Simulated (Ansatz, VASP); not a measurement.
InP: VASP beside Ansatz

INCAR

```
SYSTEM = InP
  ALGO = Normal
  EDIFF = 1E-7
  ENCUT = 520
  GGA = PE
  GGA_COMPAT = .FALSE.
  ISIF = 2
  ISMEAR = -1
  LASPH = .TRUE.
  LCHARG = .FALSE.
  LNONCOLLINEAR = .TRUE.
  LORBIT = 11
  LORBMOM = .TRUE.
  LREAL = .FALSE.
  LSORBIT = .TRUE.
  LWAVE = .FALSE.
  MAGMOM = 0 0 0 0 0 0
  NBANDS = 30
  NELM = 150
  PREC = Accurate
  SIGMA = 0.02
```

File KPOINTS:

```
k-points
0
G
  8 8 8
  0 0 0
```

File POSCAR:

```
InP
1.0
    0.0000000000      2.9537876420      2.9537876420
    2.9537876420      0.0000000000      2.9537876420
    2.9537876420      2.9537876420      0.0000000000
In P
1 1
Direct
    0.0000000000      0.0000000000      0.0000000000
    0.2500000000      0.2500000000      0.2500000000
```

Input for Ansatz:

```yaml
crystal:
  lattice:
    - [0.0, 2.953787642, 2.953787642]
    - [2.953787642, 0.0, 2.953787642]
    - [2.953787642, 2.953787642, 0.0]
  atoms:
    - { symbol: In, position: [0.0, 0.0, 0.0] }
    - { symbol: P, position: [0.25, 0.25, 0.25] }
kpoints:
  mp_grid: { grid: [8, 8, 8] }
  band_path:
    path:
      - [0.0, 0.0, 0.0]
      - [-0.5, -0.5, 0.0]
      - [-0.375, -0.375, 0.25]
      - [-0.375, 0.0, 0.375]
      - [0.0, 0.0, 0.5]
      - [-0.5, -0.25, 0.25]
    npoints: 1
hamiltonian:
  xc: pbe
scf:
  occupations: { method: fermi_dirac, width: 0.02 }
  n_extra_bands: 8
magnetization:
  noncollinear: true
  spin_orbit: true
output:
  forces: true
  stress: true
  eigenvalues: true
  write_density: true
  write_potential: true
  elf: true
  volumetric_format: npy
```

Alike in both runs: task single point; functional PBE; k mesh 8 × 8 × 8; occupations fermi-dirac, width 0.02 eV; non-collinear spin, spin-orbit coupling.

|  | VASP | Ansatz |
| --- | --- | --- |
| version | VASP 6.6.1 | Ansatz 0.2.0 |
| potentials or method | VASP PAW PBE potentials, release 64 (In_d, P) | plane waves, PAW |
| plane-wave cutoff (eV) | 520 | 420 |
| valence electrons in the cell | 18 | 18 |

|  | VASP | Ansatz | Ansatz less VASP |
| --- | --- | --- | --- |
| pressure (GPa) | 1.6 | 1.6 | +0.02 |
| net moment per atom (μB) | 0.00 | 0.00 | 0.000 |

The functional is the same, so the differences come from potentials, cutoffs and numerics.
